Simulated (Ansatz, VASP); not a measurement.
**One calculation of NaI, two programs**

File POSCAR:

```
NaI
1.0
    0.0000000000      3.2296282834      3.2296282834
    3.2296282834      0.0000000000      3.2296282834
    3.2296282834      3.2296282834      0.0000000000
Na I
1 1
Direct
    0.0000000000      0.0000000000      0.0000000000
    0.5000000000      0.5000000000      0.5000000000
```

Contents of INCAR.step1:

```
SYSTEM = NaI
  ALGO = Normal
  EDIFF = 1E-5
  ENCUT = 520
  GGA = PE
  ISIF = 2
  ISMEAR = 0
  LASPH = .TRUE.
  LCHARG = .FALSE.
  LREAL = .FALSE.
  LWAVE = .TRUE.
  NBANDS = 14
  NELM = 80
  PREC = Accurate
  SIGMA = 0.01
```

File INCAR.step2:

```
SYSTEM = NaI
  AEXX = 0.4
  ALGO = Normal
  EDIFF = 1E-6
  ENCUT = 520
  GGA = PE
  HFSCREEN = 0.3
  ISIF = 2
  ISMEAR = 0
  ISTART = 1
  LASPH = .TRUE.
  LCHARG = .FALSE.
  LHFCALC = .TRUE.
  LREAL = .FALSE.
  LWAVE = .FALSE.
  NBANDS = 14
  NELM = 80
  PREC = Accurate
  PRECFOCK = Normal
  SIGMA = 0.01
```

KPOINTS

```
k-points
0
G
  4 4 4
  0 0 0
```

Input for Ansatz:

```yaml
crystal:
  lattice:
    - [0.0, 3.2296282834, 3.2296282834]
    - [3.2296282834, 0.0, 3.2296282834]
    - [3.2296282834, 3.2296282834, 0.0]
  atoms:
    - { symbol: Na, position: [0.0, 0.0, 0.0] }
    - { symbol: I, position: [0.5, 0.5, 0.5] }
kpoints:
  mp_grid: { grid: [4, 4, 4] }
hamiltonian:
  xc: { exchange: pbe, correlation: pbe, exx: { coeff: 0.4, omega: 0.3 } }
scf:
  occupations: { method: fixed }
  n_extra_bands: 4
output:
  forces: true
  stress: true
  eigenvalues: true
```

Alike in both runs: task single point; functional PBE-based screened hybrid; k mesh 4 × 4 × 4; no spin polarisation.

|  | VASP | Ansatz |
| --- | --- | --- |
| version | VASP 6.6.1 | Ansatz 0.2.0 |
| potentials or method | VASP PAW PBE potentials, release 64 (Na_pv, I) | plane waves |
| plane-wave cutoff (eV) | 520 | 420 |
| occupations | gaussian, width 0.01 eV | fixed |
| valence electrons in the cell | 14 | 26 |

```tsv
	VASP	Ansatz	Ansatz less VASP
gap on the k mesh at the Fermi level (eV)	4.97	5.00	+0.035
pressure (GPa)	0.1	0.1	0.00
```

VASP's potentials were made for PBE, not for PBE-based screened hybrid. VASP's potentials hold 14 valence electrons a cell and Ansatz's 26, so a difference there can come from the potentials and not from the codes. Ansatz's warnings: stress exchange threshold loose, stress scf threshold loose.

The k mesh is coarse, so the values compare programs but aren't converged. Neither program's run includes spin-orbit coupling.
